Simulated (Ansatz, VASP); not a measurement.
# Two plane-wave programs on La

```
La
1.0
     0.00000    3.69654    3.69654
     3.69654    0.00000    3.69654
     3.69654    3.69654    0.00000
La
2
Direct
  0.12500 0.12500 0.12500
  0.87500 0.87500 0.87500
```

Alike in both runs: task relaxation of cell and atoms; functional r2SCAN; k mesh 8 × 8 × 8; occupations fermi-dirac, width 0.1 eV; no spin polarisation.

|  | VASP | Ansatz |
| --- | --- | --- |
| version | VASP 6.6.1 | Ansatz 0.2.0 |
| potentials or method | VASP PAW PBE potentials, release 64 (La), cutoff 550 eV | plane waves (500 eV) with PAW, scalar-relativistic |
| valence electrons in the cell | 22 | 22 |

|  | VASP | Ansatz | Ansatz less VASP |
| --- | --- | --- | --- |
| relaxed volume (Å³/atom) | 37.00 | 36.92 | -0.075 |
| relaxed cell length with the largest relative difference (Å) | 4.712 | 4.709 | -0.0032 |

VASP's potentials were made for PBE, not for r2SCAN.

Neither program's run includes spin-orbit coupling. Noted on VASP's run: the volume moved by over 15 % at a fixed basis, so the end points are rough.
